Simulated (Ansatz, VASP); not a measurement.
One calculation of SnO2, two programs

File INCAR:

```
PREC = Accurate
ENCUT = 520
EDIFF = 1E-6
ISMEAR = -1
SIGMA = 0.05
LREAL = F
LASPH = T
NELM = 100
ALGO = Normal
ISIF = 2
LWAVE = F
LCHARG = F
GGA = PE
NBANDS = 35
```

File KPOINTS:

```
regular mesh
0
Gamma
  8 8 11
```

Contents of POSCAR:

```
SnO2
1.0
    4.7057230390      0.0000000000      0.0000000000
    0.0000000000      4.7057230390      0.0000000000
    0.0000000000      0.0000000000      3.2029404808
Sn O
2 4
Direct
    0.0000000000      0.0000000000      0.0000000000
    0.5000000000      0.5000000000      0.5000000000
    0.3056048345      0.3056048345      0.0000000000
    0.6943951655      0.6943951655      0.0000000000
    0.8056048345      0.1943951655      0.5000000000
    0.1943951655      0.8056048345      0.5000000000
```

Input for Ansatz:

```yaml
crystal:
  lattice:
    - [4.705723039, 0.0, 0.0]
    - [0.0, 4.705723039, 0.0]
    - [0.0, 0.0, 3.2029404808]
  atoms:
    - { symbol: Sn, position: [0.0, 0.0, 0.0] }
    - { symbol: Sn, position: [0.5, 0.5, 0.5] }
    - { symbol: O, position: [0.3056048345, 0.3056048345, 0.0] }
    - { symbol: O, position: [0.6943951655, 0.6943951655, 0.0] }
    - { symbol: O, position: [0.8056048345, 0.1943951655, 0.5] }
    - { symbol: O, position: [0.1943951655, 0.8056048345, 0.5] }
kpoints:
  mp_grid: { grid: [8, 8, 11] }
scf:
  occupations: { method: fermi_dirac, width: 0.05 }
hamiltonian:
  xc: pbe
  pseudopotentials: { kind: all_electron, lapw: { basis_error: 0.001 } }
output:
  forces: true
  stress: true
  eigenvalues: true
  populations: true
```

Change from the starting cell: volume scaled by 0.94, LAPW.

Alike in both runs: task single point; functional PBE; k mesh 8 × 8 × 11; occupations fermi-dirac, width 0.05 eV; no spin polarisation.

|  | VASP | Ansatz |
| --- | --- | --- |
| version | VASP 6.6.1 | Ansatz 0.2.0 |
| potentials or method | VASP PAW PBE potentials, release 64 (Sn_d, O), cutoff 520 eV | all-electron LAPW, scalar-relativistic |

VASP gave:

* pressure (GPa): 13.0
* traceless stress, the component that is largest in VASP (GPa): 0.20
* rms of the force components (eV/Å): 0.006

Question: Estimate Ansatz's values.

Answer: Pressure (GPa): 12.2; traceless stress, the component that is largest in VASP (GPa): 0.00; rms of the force components (eV/Å): 0.001.

Atom by atom the forces differ by 0.007 eV/Å (rms over components). Ansatz ran all-electron here, and VASP with PAW potentials.
